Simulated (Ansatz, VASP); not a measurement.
**One calculation of SnSe, two programs**

The input INCAR:

```
SYSTEM = SnSe
PREC = Accurate
ENCUT = 520
EDIFF = 1E-8
ISMEAR = -1
SIGMA = 0.02
LREAL = .False.
LASPH = .True.
NELM = 80
ALGO = Normal
ISIF = 2
LWAVE = .False.
LCHARG = .False.
LEFG = .True.
NBANDS = 17
```

KPOINTS

```
regular mesh
0
Gamma
  9 9 9
  0 0 0
```

The input POSCAR:

```
SnSe
1.0
    0.0000000000      3.0690345955      3.0690345955
    3.0690345955      0.0000000000      3.0690345955
    3.0690345955      3.0690345955      0.0000000000
Sn Se
1 1
Direct
    0.0000000000      0.0000000000      0.0000000000
    0.5000000000      0.5000000000      0.5000000000
```

Input for Ansatz:

```yaml
crystal:
  lattice:
    - [0.0, 3.0690345955, 3.0690345955]
    - [3.0690345955, 0.0, 3.0690345955]
    - [3.0690345955, 3.0690345955, 0.0]
  atoms:
    - { symbol: Sn, position: [0.0, 0.0, 0.0] }
    - { symbol: Se, position: [0.5, 0.5, 0.5] }
kpoints:
  mp_grid: { grid: [9, 9, 9] }
scf:
  occupations: { method: fermi_dirac, width: 0.02 }
hamiltonian:
  xc: lda
  pseudopotentials: { kind: paw }
output:
  forces: true
  stress: true
  eigenvalues: true
  efg: { contact_densities: true }
  write_density: true
  write_potential: true
  elf: true
  volumetric_format: npy
```

Change from the starting cell: volume scaled by 1.06, PAW files.

Alike in both runs: task electric field gradients; functional LDA; k mesh 9 × 9 × 9; occupations fermi-dirac, width 0.02 eV; no spin polarisation.

```csv
,VASP,Ansatz
version,VASP 6.6.1,Ansatz 0.2.0
potentials or method,"VASP PAW LDA potentials, release 64 (Sn_d, Se)","PAW with Ansatz's default frozen-core files, scalar-relativistic"
plane-wave cutoff (eV),520,420
valence electrons in the cell,20,30
```

|  | VASP | Ansatz | Ansatz less VASP |
| --- | --- | --- | --- |
| pressure (GPa) | -5.5 | -5.6 | -0.05 |

LDA's correlation is that of Perdew and Zunger in VASP and of Perdew and Wang (1992) in Ansatz. VASP's potentials hold 20 valence electrons a cell and Ansatz's 30, so a difference there can come from the potentials and not from the codes.
